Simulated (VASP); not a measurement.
# Ho4S (Pm-3m) in VASP: further runs, part 2 of 2

VASP 6.6.1.

**3. Relaxation of cell and atoms, PBE**

This run uses another cell than the first one, of 29.63 Å³/atom.

INCAR

```
SYSTEM = Ho4S
PREC = Accurate
ENCUT = 500
EDIFF = 1E-7
ISMEAR = 0
SIGMA = 0.2
LREAL = .FALSE.
LASPH = .TRUE.
NELM = 200
ALGO = Normal
ISIF = 3
LWAVE = .FALSE.
LCHARG = .FALSE.
GGA = PE
IBRION = 2
NSW = 36
EDIFFG = -0.08
GGA_COMPAT = .FALSE.
NELMIN = 4
LMAXMIX = 6
```

KPOINTS

```
Automatic mesh
0
G
  3 3 3
  0 0 0
```

POSCAR

```
Ho4S
1.0
    5.2914381700      0.0000000000      0.0000000000
    0.0000000000      5.2914381700      0.0000000000
    0.0000000000      0.0000000000      5.2914381700
Ho S
4 1
Direct
    0.0000000000      0.5000000000      0.5000000000
    0.5000000000      0.0000000000      0.5000000000
    0.5000000000      0.5000000000      0.0000000000
    0.5000000000      0.5000000000      0.5000000000
    0.0000000000      0.0000000000      0.0000000000
```

Potentials or basis: VASP PAW PBE potentials, release 64 (Ho_3, S), 4f in core.

Command:

```
$ cat potpaw_PBE.64/Ho_3/POTCAR potpaw_PBE.64/S/POTCAR > POTCAR
$ mpirun -np 1 vasp_std > vasp.out
```

It took 59 s on 1 thread of Intel Xeon Platinum 8175M at 2.50GHz (Skylake/Cascade Lake), shared host; peak memory 0.25 GiB.

It converged, with:

* Free energy: -17.8727 eV
* Relaxed volume: 33.15 Å³/atom
* Relaxed cell: a = 5.493 Å, b = 5.493 Å, c = 5.493 Å, α = 90.00°, β = 90.00°, γ = 90.00°
* Space group after relaxing (to 0.1 Å): Pm-3m (No. 221)
* Energy gained by relaxing: 46.9 meV/atom
* Ionic steps: 2
* Pressure after relaxing: 0.3 GPa
* Band gap on the k mesh: zero (bands 21 and 22 overlap by 1.52 eV)

The path:
```tsv
step	energy change (eV)	largest force (eV/Å)	pressure (GPa)	volume (Å³)
1	0.0000	0.0000	4.28	148.16
2	-0.2343	0.0000	0.31	165.77
```

Final structure:
```
CELL_PARAMETERS angstrom
5.49338 0.00000 0.00000
0.00000 5.49338 0.00000
0.00000 0.00000 5.49338
ATOMIC_POSITIONS crystal
Ho 0.00000 0.50000 0.50000
Ho 0.50000 0.00000 0.50000
Ho 0.50000 0.50000 0.00000
Ho 0.50000 0.50000 0.50000
S 0.00000 0.00000 0.00000
```

Levels at points of the mesh, in eV from the Fermi level:
```
           k point  band 17  band 18  band 19  band 20  band 21  band 22  band 23  band 24  band 25
(0.00, 0.00, 0.00)    -2.08    -1.88    -1.88    -1.88    -1.14    -1.14     0.03     0.12     0.12
```

Caveat: the k points lie up to 0.38 Å⁻¹ apart in the final cell, too coarse for converged energies and pressures of a metal; the highest band is partly filled, so the run has too few bands; spin-orbit coupling is left out, which moves the levels of the heavy elements; the 4f electrons are frozen in the core, so they carry no moment and show no levels; the run has no spin polarisation, though such a crystal can be magnetic. With open d or f shells a metallic result of PBE can be an artefact of self-interaction; +U or a hybrid may open a gap.

**4. Single point, PBE**

This run uses another cell than the first one, of 28.96 Å³/atom.

INCAR

```
ALGO = Normal ; EDIFF = 1E-6
ENCUT = 500 ; GGA = PE
GGA_COMPAT = F ; ISIF = 2
ISMEAR = 0 ; LASPH = T
LCHARG = F ; LMAXMIX = 6
LREAL = F ; LWAVE = F
NBANDS = 29 ; NELM = 200
PREC = Accurate ; SIGMA = 0.1
```

KPOINTS

```
k-points
0
Gamma
  4 4 4
```

POSCAR

```
Ho4S
1.0
    5.2512257040      0.0000000000      0.0000000000
    0.0000000000      5.2512257040      0.0000000000
    0.0000000000      0.0000000000      5.2512257040
Ho S
4 1
Direct
    0.5000000000      0.0000000000      0.5000000000
    0.5000000000      0.5000000000      0.0000000000
    0.0000000000      0.5000000000      0.5000000000
    0.0000000000      0.0000000000      0.0000000000
    0.5000000000      0.5000000000      0.5000000000
```

Potentials or basis: VASP PAW PBE potentials, release 64 (Ho_3, S), 4f in core.

Command:

```
$ cat potpaw_PBE.64/Ho_3/POTCAR potpaw_PBE.64/S/POTCAR > POTCAR
$ mpirun -np 1 vasp_std > vasp.out
```

OUTCAR:

```text
EDIFF = 1E-6
   ENCUT = 500
   GGA = PE
   ISIF = 2
   ISMEAR = 0
   LASPH = T
   LREAL = F
   NELM = 200
   PREC = Accurate

 ion  position               nearest neighbor table
   1  0.500  0.000  0.500-   5 2.63   5 2.63   4 3.71   2 3.71   2 3.71   4 3.71   2 3.71   3 3.71
                             3 3.71   2 3.71   3 3.71   4 3.71   4 3.71   3 3.71
   2  0.500  0.500  0.000-   5 2.63   5 2.63   4 3.71   1 3.71   1 3.71   3 3.71   3 3.71   1 3.71
                             4 3.71   1 3.71   3 3.71   4 3.71   3 3.71   4 3.71
   3  0.000  0.500  0.500-   5 2.63   5 2.63   4 3.71   1 3.71   2 3.71   4 3.71   1 3.71   4 3.71
                             4 3.71   1 3.71   2 3.71   2 3.71   2 3.71   1 3.71
   4  0.000  0.000  0.000-   1 3.71   2 3.71   3 3.71   1 3.71   3 3.71   2 3.71   3 3.71   3 3.71
                             1 3.71   2 3.71   1 3.71   2 3.71
   5  0.500  0.500  0.500-   1 2.63   2 2.63   3 2.63   2 2.63   1 2.63   3 2.63

  LATTYP: Found a simple cubic cell.
 ALAT       =     5.2512257040

  Lattice vectors:

 A1 = (   5.2512257040,   0.0000000000,   0.0000000000)
 A2 = (   0.0000000000,   5.2512257040,   0.0000000000)
 A3 = (   0.0000000000,   0.0000000000,   5.2512257040)

Analysis of symmetry for initial positions (statically):
=====================================================================
 Subroutine PRICEL returns:
 Original cell was already a primitive cell.

 Routine SETGRP: Setting up the symmetry group for a
 simple cubic supercell.

 Subroutine GETGRP returns: Found 48 space group operations
 (whereof 48 operations were pure point group operations)
 out of a pool of 48 trial point group operations.

The static configuration has the point symmetry O_h .

Analysis of symmetry for dynamics (positions and initial velocities):
=====================================================================
 Subroutine PRICEL returns:
 Original cell was already a primitive cell.

 Routine SETGRP: Setting up the symmetry group for a
 simple cubic supercell.

[... 117 lines left out ...]
  Fermi-wavevector in a.u.,A,eV,Ry     =   1.083670  2.047840 15.977889  1.174342
  Thomas-Fermi vector in A             =   2.219742
   LORBIT       =      0    0 simple, 1 ext, 2 COOP (PROOUT), +10 PAW based schemes
   GGA     = PE    functional components
   LHFCALC =     F    Hartree Fock is set to
   AEXX    =    0.0000 exact exchange contribution
   IVDW    =     0    specifies the selected vdW correction
   LEPSILON=     F    determine dielectric tensor
   LRPA    =     F    only Hartree local field effects (RPA)
 non-spin polarized calculation
 Gauss-broadening in eV      SIGMA  =   0.10
  energy-cutoff  :      500.00
  volume of cell :      144.80
 maximum number of plane-waves:      3743
 NGX is ok and might be reduce to    40
   NGX = 19   NGY = 19   NGZ = 19

 number of electron      42.0000004 magnetization

 Free energy of the ion-electron system (eV)
  ---------------------------------------------------
  ext. energy  EPLUGINS =         0.00000000
  ---------------------------------------------------
  free energy    TOTEN  =       -25.38701979 eV

  energy without entropy =      -25.35218422  energy(sigma->0) =      -25.36960201

 E-fermi :   3.3614     XC(G=0):  -9.7765

 val. band max:        3.3506982271   @ k =   0.5000   0.0000   0.0000
 cond. band min:       3.3843460442   @ k =   0.5000   0.2500   0.0000
 fundamental gap:      0.0336478172
 Fermi energy:         3.3614220500

 k-point     1 :       0.0000    0.0000    0.0000
  band No.  band energies     occupation
      1     -21.0797      2.00000
      2     -21.0797      2.00000
      3     -21.0797      2.00000
      4     -20.7190      2.00000
      5     -20.7190      2.00000
      6     -20.7190      2.00000
[... 309 lines left out ...]
     28       5.1386      0.00000
     29       7.7973      0.00000

------------------------ aborting loop because EDIFF is reached ----------------------------------------

  FORCE on cell =-STRESS in cart. coord.  units (eV):
  Direction    XX          YY          ZZ          XY          YZ          ZX
  --------------------------------------------------------------------------------------
  -------------------------------------------------------------------------------------
  Total        0.3943610      0.3943610      0.3943610     -0.0000000     -0.0000000     -0.0000000
  in kB        4.3633740      4.3633740      4.3633740     -0.0000000     -0.0000000     -0.0000000
  external PRESSURE =       4.3633740 kB  Pullay stress =       0.0000000 kB

 VOLUME and BASIS-vectors are now :
 -----------------------------------------------------------------------------
  energy-cutoff  :      500.00
  volume of cell :      144.80
      direct lattice vectors                 reciprocal lattice vectors
     5.251225704  0.000000000  0.000000000     0.190431731  0.000000000  0.000000000
     0.000000000  5.251225704  0.000000000     0.000000000  0.190431731  0.000000000
     0.000000000  0.000000000  5.251225704     0.000000000  0.000000000  0.190431731

 POSITION                                       TOTAL-FORCE (eV/Angst)
 -----------------------------------------------------------------------------------
      2.62561      0.00000      2.62561         0.000000      0.000000      0.000000
      2.62561      2.62561      0.00000         0.000000      0.000000      0.000000
      0.00000      2.62561      2.62561         0.000000      0.000000      0.000000
      0.00000      0.00000      0.00000         0.000000      0.000000      0.000000
      2.62561      2.62561      2.62561         0.000000      0.000000      0.000000
 -----------------------------------------------------------------------------------
    total drift:                               -0.000000     -0.000000     -0.000000

  FREE ENERGIE OF THE ION-ELECTRON SYSTEM (eV)
  ---------------------------------------------------
  free  energy   TOTEN  =       -25.3870197933 eV

  energy  without entropy=      -25.3521842181  energy(sigma->0) =      -25.36960201
```

Wall time 43 s (1 thread of Intel Xeon Platinum 8175M at 2.50GHz (Skylake/Cascade Lake), shared host); peak memory 0.24 GiB.

Results:

```
Free energy            : -25.3870 eV
Pressure               : 0.4 GPa
Band gap on the k mesh : zero (bands 21 and 22 overlap by 1.43 eV)
```

Levels at points of the mesh, in eV from the Fermi level:
```tsv
k point	band 19	band 20	band 21	band 22	band 23	band 24
(0.00, 0.00, 0.00)	-1.51	-1.03	-1.03	-1.03	1.59	1.59
(0.50, 0.00, 0.00)	-0.50	-0.34	-0.01	-0.01	0.37	1.39
(0.50, 0.50, 0.00)	-0.80	-0.62	0.06	0.06	0.50	0.77
(0.50, 0.50, 0.50)	-0.59	-0.59	0.40	0.40	0.40	1.72
```

Caveat: spin-orbit coupling is left out, which moves the levels of the heavy elements; the 4f electrons are frozen in the core, so they carry no moment and show no levels; the run has no spin polarisation, though such a crystal can be magnetic. Spin polarisation is off, so any magnetic state and its effect on volume and gap are missing.

**5. Overview**

```csv
task,cell,k mesh,smearing,gap on the mesh (eV),pressure (GPa)
single point,"a = 5.439 Å, 5 atoms, atomic positions A",3 × 3 × 3,gaussian 0.2 eV,none,1.2
relaxation of cell and atoms,"relaxed from a = 5.291 Å, 5 atoms, atomic positions A",3 × 3 × 3,gaussian 0.2 eV,none,0.3
single point,"a = 5.251 Å, 5 atoms, atomic positions B",4 × 4 × 4,gaussian 0.1 eV,none,0.4
```

Alike in all rows: level PBE; potentials or basis VASP PAW PBE potentials, release 64 (Ho_3, S), 4f in core; no spin polarisation; cutoff (eV) 500.

Caveats: some runs use coarse meshes; spin-orbit coupling is left out, which moves the levels of the heavy elements; the 4f electrons are frozen in the core, so they carry no moment and show no levels; the run has no spin polarisation, though such a crystal can be magnetic; the highest band is partly filled, so the run has too few bands (at least some runs).

Total energies depend on the potentials used, so only differences within one code and one set of settings carry meaning.

The gap in the log of VASP goes by the Fermi energy; the results here count the filled bands.